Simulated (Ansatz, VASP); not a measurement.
## Two plane-wave programs on AlCo3

```xyz
4
Lattice="3.5749 0.0000 0.0000 0.0000 3.5749 0.0000 0.0000 0.0000 3.5749" Properties=species:S:1:pos:R:3 pbc="T T T"
Al    0.0000    0.0000    0.0000
Co    1.7875    1.7875    0.0000
Co    1.7875    0.0000    1.7875
Co    0.0000    1.7875    1.7875
```

Alike in both runs: task single point; functional PBEsol; k mesh 4 × 4 × 4; occupations gaussian, width 0.1 eV; collinear spin.

|  | VASP | Ansatz |
| --- | --- | --- |
| version | VASP 6.6.1 | Ansatz 0.2.0 |
| potentials or method | VASP PAW PBE potentials, release 64 (Al, Co), cutoff 520 eV | scalar-relativistic, plane waves, PAW |
| valence electrons in the cell | 30 | 54 |

|  | VASP | Ansatz | Ansatz less VASP |
| --- | --- | --- | --- |
| gap on the k mesh at the Fermi level (eV) | none | none | - |
| pressure (GPa) | -7.7 | -7.6 | +0.16 |
| net moment per atom (μB) | 0.94 | 0.94 | +0.001 |
| size of the moment on the site where the two differ most (μB) | 1.30 | 1.32 | +0.024 |

VASP's potentials were made for PBE, not for PBEsol. Site moments also hang on the region over which each program counts them. A gap of «none» marks a metal or a gap that the smearing closes. With one functional, cell and mesh, what is left measures potentials, basis and numerics. VASP's potentials hold 30 valence electrons a cell and Ansatz's 54, so a difference there can come from the potentials and not from the codes.

The k mesh is coarse, so the values compare programs but aren't converged.
